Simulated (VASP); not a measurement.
Set up this calculation in VASP 6.6.1, as the native input.

- Task: single point
- Functional: PBEsol
- Potentials or basis: VASP PAW PBE potentials, release 64 (Pb_d, S)
- Cutoff: 520 eV
- k mesh: 7 × 7 × 3
- Occupations: fermi-dirac, width 0.01 eV
- Spin: no spin polarisation
- Dipole correction: no
- Further INCAR settings: ALGO = Normal; EDIFF = 1e-07; NBANDS = 28

The structure of PbS lies in POSCAR:

```
PbS
1.0
    2.9115000000     -2.8705950000      0.0004050000
    2.9695000000      2.9294050000      0.0584050000
   -0.9629571000      0.1062924000     11.6984895000
Pb S
2 2
Direct
    0.7756000000      0.7756000000      0.6363800000
    0.2244000000      0.2244000000      0.3636200000
    0.2684000000      0.2684000000      0.5986000000
    0.7316000000      0.7316000000      0.4014000000
```

This cell differs from its parent crystal: equal xy, yz and zx shear strains of +2 %.

These files were run (other wordings do the same):

INCAR

```
PREC     = Accurate       # precision mode
ENCUT    = 520            # plane-wave cutoff, eV
EDIFF    = 1E-7           # SCF threshold, eV
ISMEAR   = -1             # smearing method
SIGMA    = 0.01           # smearing width, eV
LREAL    = F              # projectors in reciprocal space
LASPH    = T              # aspherical terms in the spheres
NELM     = 80             # most SCF steps
ALGO     = Normal         # electronic algorithm
ISIF     = 2              # what is computed and relaxed
LWAVE    = F              # write WAVECAR
LCHARG   = T              # write CHGCAR
GGA      = PS             # functional
LELF     = T              # ELF
LVHAR    = T            
NBANDS   = 28             # bands
```

KPOINTS

```
Automatic mesh
0
Gamma
  7 7 3
```

Potentials or basis: VASP PAW PBE potentials, release 64 (Pb_d, S).

The run is started by

```console
$ cat potpaw_PBE.64/Pb_d/POTCAR potpaw_PBE.64/S/POTCAR > POTCAR
$ mpirun -np 1 vasp_std > vasp.out
```

It gave:

```
Largest force          : 0.673 eV/Å
Band gap on the k mesh : 1.27 eV, direct
```

Caveat: the cell differs from its parent crystal (equal xy, yz and zx shear strains of +2 %); the PAW data sets were made with another functional, which shifts forces and pressure a little; spin-orbit coupling is left out, which moves the levels of the heavy elements.

Wall time 6 min on 1 thread of Oxide Virtual Turin-like Processor, with other jobs on the host, peak memory 0.48 GiB.
